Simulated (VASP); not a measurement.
# BaTiO3 (P4/mmm) in VASP: further runs, part 2 of 2

VASP 6.6.1. Earlier steps stand in the parts before.

### Step 4. Single point, r2SCAN

This run uses another cell than the first one, of the same volume but with other edges.

File POSCAR:

```
BaTiO3
1.0
    4.2163026922      0.0000000000      0.0000000000
    0.0000000000      4.2163026922      0.0000000000
    0.0000000000      0.0000000000      3.5839777284
Ba Ti O
1 1 3
Direct
    0.0000000000      0.0000000000      0.0000000000
    0.5000000000      0.5000000000      0.5000000000
    0.5000000000      0.5000000000      0.0000000000
    0.5000000000      0.0000000000      0.5000000000
    0.0000000000      0.5000000000      0.5000000000
```

File INCAR.step1:

```
SYSTEM = BaTiO3
ALGO = Normal
EDIFF = 1E-4
ENCUT = 520
GGA = PE
ISMEAR = 0
LASPH = .TRUE.
LCHARG = .FALSE.
LREAL = .FALSE.
LWAVE = .TRUE.
NBANDS = 28
NELM = 100
PREC = Accurate
SIGMA = 0.05
```

File INCAR.step2:

```
SYSTEM = BaTiO3
ALGO = Normal
EDIFF = 1E-6
ENCUT = 520
ISIF = 2
ISMEAR = 0
ISTART = 1
LASPH = .TRUE.
LCHARG = .FALSE.
LMIXTAU = .TRUE.
LREAL = .FALSE.
LWAVE = .FALSE.
METAGGA = R2SCAN
NBANDS = 28
NELM = 100
PREC = Accurate
SIGMA = 0.05
```

File KPOINTS:

```
k-points
0
G
  8 8 8
  0 0 0
```

Command:

```console
$ cat potpaw_PBE.64/Ba_sv/POTCAR potpaw_PBE.64/Ti_sv/POTCAR potpaw_PBE.64/O/POTCAR > POTCAR
$ cp INCAR.step1 INCAR
$ mpirun -np 1 vasp_std > vasp.out
$ cp INCAR.step2 INCAR
$ mpirun -np 1 vasp_std > vasp.out
```

Run time: 5.7 min. Hardware: 1 thread of Intel Xeon Platinum 8488C (Sapphire Rapids), shared host; peak memory 0.27 GiB.

The run converged. Its results:

```yaml
Free_energy: -73.3520 eV
Pressure: 8.9 GPa
Band_gap_on_the_k_mesh: 1.83 eV (least direct gap 1.95 eV)
```

Stress tensor (GPa, compression positive):
```
-6.22  0.00  0.00
 0.00 -6.22  0.00
 0.00  0.00 39.20
```

Levels at points of the mesh, in eV from the valence-band top:
| k point | band 18 | band 19 | band 20 | band 21 | band 22 | band 23 |
| --- | --- | --- | --- | --- | --- | --- |
| (0.00, 0.00, 0.00) | -0.30 | -0.30 | -0.13 | 1.83 | 2.14 | 2.14 |
| (0.50, 0.00, 0.00) | -1.33 | -0.79 | -0.78 | 2.23 | 3.32 | 3.37 |
| (0.50, 0.50, 0.00) | -2.02 | -1.75 | -0.58 | 3.37 | 3.37 | 3.69 |
| (0.00, 0.00, 0.50) | -1.87 | -0.95 | -0.95 | 2.15 | 3.63 | 4.92 |
| (0.50, 0.00, 0.50) | -0.67 | -0.67 | -0.44 | 3.37 | 4.50 | 4.92 |
| (0.50, 0.50, 0.50) | -0.35 | 0.00 | 0.00 | 4.01 | 5.13 | 5.13 |

Caveat: the stress differs along the axes, from -6 to 39 GPa; the PAW data sets were made with another functional, which shifts forces and pressure a little; spin-orbit coupling is left out, which moves the levels of the heavy elements. A k mesh can miss the band edges.

### Step 5. Single point, r2SCAN

This run uses another cell than the first one, of the same volume but with other edges.

Changes to POSCAR since step 4:

```diff
@@ -2,5 +2,5 @@
 1.0
-    4.2163026922      0.0000000000      0.0000000000
-    0.0000000000      4.2163026922      0.0000000000
-    0.0000000000      0.0000000000      3.5839777284
+    3.7584693095      0.0000000000      0.0000000000
+    0.0000000000      3.7584693095      0.0000000000
+    0.0000000000      0.0000000000      4.5103147410
 Ba Ti O
```

File INCAR.step1:

```
SYSTEM = BaTiO3
PREC = Accurate
ENCUT = 520
ISMEAR = 0
SIGMA = 0.05
LREAL = .FALSE.
LASPH = .TRUE.
NELM = 60
NBANDS = 28
GGA = PE
ALGO = Normal
EDIFF = 1E-4
LWAVE = .TRUE.
LCHARG = .FALSE.
```

File INCAR.step2:

```
SYSTEM = BaTiO3
PREC = Accurate
ENCUT = 520
EDIFF = 1E-6
ISMEAR = 0
SIGMA = 0.05
LREAL = .FALSE.
LASPH = .TRUE.
NELM = 60
ALGO = Normal
ISIF = 2
LWAVE = .FALSE.
LCHARG = .FALSE.
METAGGA = R2SCAN
LMIXTAU = .TRUE.
NBANDS = 28
ISTART = 1
```

File KPOINTS:

```
regular mesh
0
G
  8 8 8
  0 0 0
```

Potentials or basis: VASP PAW PBE potentials, release 64 (Ba_sv, Ti_sv, O).

Command:

```console
$ cat potpaw_PBE.64/Ba_sv/POTCAR potpaw_PBE.64/Ti_sv/POTCAR potpaw_PBE.64/O/POTCAR > POTCAR
$ cp INCAR.step1 INCAR
$ mpirun -np 1 vasp_std > vasp.out
$ cp INCAR.step2 INCAR
$ mpirun -np 1 vasp_std > vasp.out
```

OUTCAR:

```text
SYSTEM = BaTiO3
   PREC = Accurate
   ENCUT = 520
   EDIFF = 1E-6
   ISMEAR = 0
   LREAL = .FALSE.
   LASPH = .TRUE.
   NELM = 60
   ISIF = 2
   METAGGA = R2SCAN
   ISTART = 1

 ion  position               nearest neighbor table
   1  0.000  0.000  0.000-   3 2.66   3 2.66   3 2.66   3 2.66   5 2.94   4 2.94   5 2.94   5 2.94
                             5 2.94   4 2.94   4 2.94   4 2.94   2 3.49   2 3.49   2 3.49   2 3.49
   2  0.500  0.500  0.500-   4 1.88   5 1.88   4 1.88   5 1.88   3 2.26   3 2.26   1 3.49   1 3.49
[... 954 lines left out ...]
  -------------------------------------------------------------------------------------
  Total        8.8181615      8.8181615     -5.1635332      0.0000000      0.0000000      0.0000000
  in kB      221.7480280    221.7480280   -129.8460343      0.0000000      0.0000000      0.0000000
  external PRESSURE =     104.5500072 kB  Pullay stress =       0.0000000 kB

 VOLUME and BASIS-vectors are now :
 -----------------------------------------------------------------------------
  energy-cutoff  :      520.00
  volume of cell :       63.71
      direct lattice vectors                 reciprocal lattice vectors
     3.758469310  0.000000000  0.000000000     0.266065762  0.000000000  0.000000000
     0.000000000  3.758469310  0.000000000     0.000000000  0.266065762  0.000000000
     0.000000000  0.000000000  4.510314741     0.000000000  0.000000000  0.221714017

 POSITION                                       TOTAL-FORCE (eV/Angst)
 -----------------------------------------------------------------------------------
      0.00000      0.00000      0.00000         0.000000      0.000000      0.000000
      1.87923      1.87923      2.25516         0.000000      0.000000      0.000000
      1.87923      1.87923      0.00000         0.000000      0.000000      0.000000
      1.87923      0.00000      2.25516         0.000000      0.000000      0.000000
      0.00000      1.87923      2.25516         0.000000      0.000000      0.000000
 -----------------------------------------------------------------------------------
    total drift:                                0.000000      0.000000      0.000000

  FREE ENERGIE OF THE ION-ELECTRON SYSTEM (eV)
  ---------------------------------------------------
  free  energy   TOTEN  =       -73.3768593874 eV

  energy  without entropy=      -73.3768593874  energy(sigma->0) =      -73.37685939
```

OSZICAR.step1:

```text
N       E                     dE             d eps       ncg     rms          rms(c)
DAV:   1     0.444207685890E+03    0.44421E+03   -0.20981E+04  4200   0.156E+03
DAV:   2    -0.234550580932E+01   -0.44655E+03   -0.42595E+03  4828   0.433E+02
DAV:   3    -0.479708459527E+02   -0.45625E+02   -0.45140E+02  5912   0.136E+02
DAV:   4    -0.500154612345E+02   -0.20446E+01   -0.20376E+01  6128   0.253E+01
DAV:   5    -0.500721962676E+02   -0.56735E-01   -0.56723E-01  5652   0.343E+00    0.248E+01
DAV:   6    -0.393664116831E+02    0.10706E+02   -0.55596E+01  5764   0.678E+01    0.102E+01
DAV:   7    -0.392534606167E+02    0.11295E+00   -0.89302E+00  5504   0.221E+01    0.706E+00
DAV:   8    -0.391356653006E+02    0.11780E+00   -0.12296E+00  5112   0.103E+01    0.251E+00
DAV:   9    -0.391441458252E+02   -0.84805E-02   -0.20518E-01  5328   0.321E+00    0.118E+00
DAV:  10    -0.391286346337E+02    0.15511E-01   -0.56339E-02  5292   0.220E+00    0.444E-01
DAV:  11    -0.391272519270E+02    0.13827E-02   -0.68292E-03  6084   0.765E-01    0.897E-02
DAV:  12    -0.391271962286E+02    0.55698E-04   -0.83694E-04  4784   0.212E-01
   1 F= -.39127196E+02 E0= -.39127196E+02  d E =-.211716E-17
```

Run time: 6.6 min. Hardware: 1 thread of Intel Xeon Platinum 8488C (Sapphire Rapids), shared host; peak memory 0.27 GiB.

What came out:

```
Free energy            : -73.3769 eV
Pressure               : 10.5 GPa
Band gap on the k mesh : 1.84 eV (least direct gap 2.10 eV)
```

Caveat: the stress differs along the axes, from -13 to 22 GPa; the PAW data sets were made with another functional, which shifts forces and pressure a little; spin-orbit coupling is left out, which moves the levels of the heavy elements. A k mesh can miss the band edges.

### Step 6. Single point, r2SCAN

This run uses another cell than the first one, of the same volume but with other edges.

Changes to POSCAR since step 5:

```diff
@@ -2,5 +2,5 @@
 1.0
-    3.7584693095      0.0000000000      0.0000000000
-    0.0000000000      3.7584693095      0.0000000000
-    0.0000000000      0.0000000000      4.5103147410
+    4.3388358783      0.0000000000      0.0000000000
+    0.0000000000      4.3388358783      0.0000000000
+    0.0000000000      0.0000000000      3.3844057184
 Ba Ti O
```

File INCAR.step1:

```
PREC = Accurate
ENCUT = 520
ISMEAR = 0
SIGMA = 0.05
LREAL = F
LASPH = T
NELM = 60
NBANDS = 28
GGA = PE
ALGO = Normal
EDIFF = 1E-4
LWAVE = T
LCHARG = F
```

File INCAR.step2:

```
PREC = Accurate
ENCUT = 520
EDIFF = 1E-7
ISMEAR = 0
SIGMA = 0.05
LREAL = F
LASPH = T
NELM = 60
ALGO = Normal
ISIF = 2
LWAVE = F
LCHARG = T
METAGGA = R2SCAN
LMIXTAU = T
LELF = T
LVHAR = T
NBANDS = 28
ISTART = 1
```

File KPOINTS:

```
Automatic mesh
0
Gamma
  8 8 8
```

Potentials or basis: VASP PAW PBE potentials, release 64 (Ba_sv, Ti_sv, O).

Command:

```console
$ cat potpaw_PBE.64/Ba_sv/POTCAR potpaw_PBE.64/Ti_sv/POTCAR potpaw_PBE.64/O/POTCAR > POTCAR
$ cp INCAR.step1 INCAR
$ mpirun -np 1 vasp_std > vasp.out
$ cp INCAR.step2 INCAR
$ mpirun -np 1 vasp_std > vasp.out
```

OUTCAR:

```text
PREC = Accurate
   ENCUT = 520
   EDIFF = 1E-7
   ISMEAR = 0
   LREAL = F
   LASPH = T
   NELM = 60
   ISIF = 2
   METAGGA = R2SCAN
   ISTART = 1

 ion  position               nearest neighbor table
   1  0.000  0.000  0.000-   4 2.75   5 2.75   4 2.75   5 2.75   5 2.75   5 2.75   4 2.75   4 2.75
                             3 3.07   3 3.07   3 3.07   3 3.07   2 3.50   2 3.50   2 3.50   2 3.50
   2  0.500  0.500  0.500-   3 1.69   3 1.69   5 2.17   4 2.17   4 2.17   5 2.17   1 3.50   1 3.50
                             1 3.50   1 3.50   1 3.50   1 3.50   1 3.50   1 3.50
   3  0.500  0.500  0.000-   2 1.69   2 1.69   1 3.07   1 3.07   1 3.07   1 3.07
   4  0.500  0.000  0.500-   2 2.17   2 2.17   1 2.75   1 2.75   1 2.75   1 2.75
   5  0.000  0.500  0.500-   2 2.17   2 2.17   1 2.75   1 2.75   1 2.75   1 2.75

  LATTYP: Found a simple tetragonal cell.
 ALAT       =     4.3388358783
 C/A-ratio  =     0.7800262129

  Lattice vectors:

 A1 = (   4.3388358783,   0.0000000000,   0.0000000000)
 A2 = (   0.0000000000,   4.3388358783,   0.0000000000)
 A3 = (   0.0000000000,   0.0000000000,   3.3844057184)

Analysis of symmetry for initial positions (statically):
[... 180 lines left out ...]

 val. band max:        3.8105772990   @ k =   0.0000   0.0000   0.0000
 cond. band min:       5.4929353944   @ k =   0.0000   0.0000   0.0000
 fundamental gap:      1.6823580954
 Fermi energy:         4.1860210240

 k-point     1 :       0.0000    0.0000    0.0000
  band No.  band energies     occupation
      1     -55.0985      2.00000
      2     -30.7046      2.00000
      3     -30.1904      2.00000
      4     -30.1904      2.00000
      5     -22.0570      2.00000
      6     -15.8192      2.00000
[... 733 lines left out ...]
     27      12.2162      0.00000
     28      12.6163      0.00000

 [... further k-points ...]

------------------------ aborting loop because EDIFF is reached ----------------------------------------

  FORCE on cell =-STRESS in cart. coord.  units (eV):
  Direction    XX          YY          ZZ          XY          YZ          ZX
  --------------------------------------------------------------------------------------
  -------------------------------------------------------------------------------------
  Total       -3.8275721     -3.8275721     29.8375176      0.0000000      0.0000000      0.0000000
  in kB      -96.2509668    -96.2509668    750.3163403      0.0000000      0.0000000      0.0000000
  external PRESSURE =     185.9381356 kB  Pullay stress =       0.0000000 kB

 VOLUME and BASIS-vectors are now :
 -----------------------------------------------------------------------------
  energy-cutoff  :      520.00
  volume of cell :       63.71
      direct lattice vectors                 reciprocal lattice vectors
     4.338835878  0.000000000  0.000000000     0.230476567  0.000000000  0.000000000
     0.000000000  4.338835878  0.000000000     0.000000000  0.230476567  0.000000000
     0.000000000  0.000000000  3.384405718     0.000000000  0.000000000  0.295472849

 POSITION                                       TOTAL-FORCE (eV/Angst)
 -----------------------------------------------------------------------------------
      0.00000      0.00000      0.00000         0.000000      0.000000      0.000000
      2.16942      2.16942      1.69220         0.000000      0.000000      0.000000
      2.16942      2.16942      0.00000         0.000000      0.000000      0.000000
      2.16942      0.00000      1.69220         0.000000      0.000000      0.000000
      0.00000      2.16942      1.69220         0.000000      0.000000      0.000000
 -----------------------------------------------------------------------------------
    total drift:                                0.000000     -0.000000     -0.000000

  FREE ENERGIE OF THE ION-ELECTRON SYSTEM (eV)
  ---------------------------------------------------
  free  energy   TOTEN  =       -71.8963129761 eV

  energy  without entropy=      -71.8963129761  energy(sigma->0) =      -71.89631298
```

OUTCAR.step1:

```text
PREC = Accurate
   ENCUT = 520
   ISMEAR = 0
   LREAL = F
[... 979 lines left out ...]
      2.16942      2.16942      1.69220         0.000000      0.000000      0.000000
      2.16942      2.16942      0.00000         0.000000      0.000000      0.000000
      2.16942      0.00000      1.69220         0.000000      0.000000      0.000000
      0.00000      2.16942      1.69220         0.000000      0.000000      0.000000
 -----------------------------------------------------------------------------------
    total drift:                                0.000000     -0.000000     -0.000000

  FREE ENERGIE OF THE ION-ELECTRON SYSTEM (eV)
  ---------------------------------------------------
  free  energy   TOTEN  =       -37.6807494825 eV

  energy  without entropy=      -37.6807494825  energy(sigma->0) =      -37.68074948
```

OSZICAR.step1:

```text
N       E                     dE             d eps       ncg     rms          rms(c)
DAV:   1     0.446747705181E+03    0.44675E+03   -0.21006E+04  4200   0.156E+03
DAV:   2    -0.173006053570E+01   -0.44848E+03   -0.42783E+03  4796   0.431E+02
DAV:   3    -0.464475753691E+02   -0.44718E+02   -0.44295E+02  6004   0.136E+02
DAV:   4    -0.484021749335E+02   -0.19546E+01   -0.19486E+01  5992   0.248E+01
DAV:   5    -0.484533378765E+02   -0.51163E-01   -0.51149E-01  5736   0.328E+00    0.280E+01
DAV:   6    -0.378347284753E+02    0.10619E+02   -0.51990E+01  5568   0.672E+01    0.105E+01
DAV:   7    -0.378370661280E+02   -0.23377E-02   -0.10280E+01  5512   0.235E+01    0.818E+00
DAV:   8    -0.376776189195E+02    0.15945E+00   -0.12684E+00  5216   0.102E+01    0.273E+00
DAV:   9    -0.376913234786E+02   -0.13705E-01   -0.22174E-01  5552   0.338E+00    0.100E+00
DAV:  10    -0.376846799479E+02    0.66435E-02   -0.55566E-02  5056   0.175E+00    0.699E-01
DAV:  11    -0.376810278992E+02    0.36520E-02   -0.12592E-02  5636   0.105E+00    0.155E-01
DAV:  12    -0.376807617594E+02    0.26614E-03   -0.25897E-03  4784   0.331E-01    0.628E-02
DAV:  13    -0.376807494825E+02    0.12277E-04   -0.30537E-04  4732   0.165E-01
   1 F= -.37680749E+02 E0= -.37680749E+02  d E =-.131015E-25
```

It took 5.2 min on 1 thread of Intel Xeon Platinum 8488C (Sapphire Rapids), shared host; peak memory 0.27 GiB.

Results:

| Quantity | Value |
| --- | --- |
| Free energy | -71.8963 eV |
| Pressure | 18.6 GPa |
| Band gap on the k mesh | 1.68 eV |

Stress tensor (GPa, compression positive):
```
-9.63  0.00  0.00
 0.00 -9.63  0.00
 0.00  0.00 75.03
```

Caveat: the stress differs along the axes, from -10 to 75 GPa; the PAW data sets were made with another functional, which shifts forces and pressure a little; spin-orbit coupling is left out, which moves the levels of the heavy elements.

### Step 7. Summary

| cell | gap on the mesh (eV) | pressure (GPa) |
| --- | --- | --- |
| a = 4.483, b = 4.483, c = 3.170 Å, 5 atoms | 1.17 | 35.8 |
| a = 3.558, b = 3.558, c = 5.032 Å, 5 atoms | 1.33 | 32.7 |
| a = 4.216, b = 4.216, c = 3.584 Å, 5 atoms | 1.83 | 8.9 |
| a = 3.758, b = 3.758, c = 4.510 Å, 5 atoms | 1.84 | 10.5 |
| a = 4.339, b = 4.339, c = 3.384 Å, 5 atoms | 1.68 | 18.6 |

Alike in all rows: task single point; level r2SCAN; potentials or basis VASP PAW PBE potentials, release 64 (Ba_sv, Ti_sv, O); no spin polarisation; k mesh 8 × 8 × 8; cutoff (eV) 520; smearing gaussian 0.05 eV.

Caveats: the PAW data sets were made with another functional, which shifts forces and pressure a little; spin-orbit coupling is left out, which moves the levels of the heavy elements; the stress differs along the axes, from -14 to 135 GPa (at least some runs); the stress differs along the axes, from -16 to 57 GPa (at least some runs); the stress differs along the axes, from -6 to 39 GPa (at least some runs); the stress differs along the axes, from -13 to 22 GPa (at least some runs); the stress differs along the axes, from -10 to 75 GPa (at least some runs).

Total energies depend on the potentials used, so only differences within one code and one set of settings carry meaning.
